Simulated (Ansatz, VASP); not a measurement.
# One calculation of W, two programs

The input INCAR:

```
PREC     = Accurate       # precision mode
ENCUT    = 520            # plane-wave cutoff, eV
EDIFF    = 1E-7           # SCF threshold, eV
ISMEAR   = 0              # smearing method
SIGMA    = 0.15           # smearing width, eV
LREAL    = F              # projectors in reciprocal space
LASPH    = T              # aspherical terms in the spheres
NELM     = 100            # most SCF steps
ALGO     = Fast           # electronic algorithm
ISIF     = 2              # what is computed and relaxed
LWAVE    = F              # write WAVECAR
LCHARG   = F              # write CHGCAR
GGA      = PE             # functional
NBANDS   = 13             # bands
```

The input KPOINTS:

```
Automatic mesh
0
Gamma
  20 20 20
```

File POSCAR:

```
W
1.0
   -1.5174350000      1.5174350000      1.5174350000
    1.5174350000     -1.5174350000      1.5174350000
    1.5174350000      1.5174350000     -1.5174350000
W
1
Direct
    0.0000000000      0.0000000000      0.0000000000
```

Input for Ansatz:

```yaml
crystal:
  lattice:
    - [-1.517435, 1.517435, 1.517435]
    - [1.517435, -1.517435, 1.517435]
    - [1.517435, 1.517435, -1.517435]
  atoms:
    - { symbol: W, position: [0.0, 0.0, 0.0] }
basis:
  ecutwfc: 420
kpoints:
  mp_grid: { grid: [20, 20, 20] }
hamiltonian:
  xc: pbe
scf:
  occupations: { method: gaussian, width: 0.15 }
output:
  forces: true
  stress: true
  eigenvalues: true
```

Change from the starting cell: strain -0.050 along x and y, -0.050 along z, atoms carried along.

Alike in both runs: task single point; functional PBE; k mesh 20 × 20 × 20; occupations gaussian, width 0.15 eV; no spin polarisation.

|  | VASP | Ansatz |
| --- | --- | --- |
| version | VASP 6.6.1 | Ansatz 0.2.0 |
| potentials or method | VASP PAW PBE potentials, release 64 (W_sv), cutoff 520 eV | scalar-relativistic, plane waves, PAW |
| valence electrons in the cell | 14 | 14 |

```tsv
	VASP	Ansatz	Ansatz less VASP
gap on the k mesh at the Fermi level (eV)	none	none	-
pressure (GPa)	60.0	58.5	-1.43
```

A gap of «none» marks a metal or a gap that the smearing closes. Both programs put the cell under a high pressure, so it lies far from rest at this level. The functional is the same, so the differences come from potentials, cutoffs and numerics.

Neither program's run includes spin-orbit coupling.
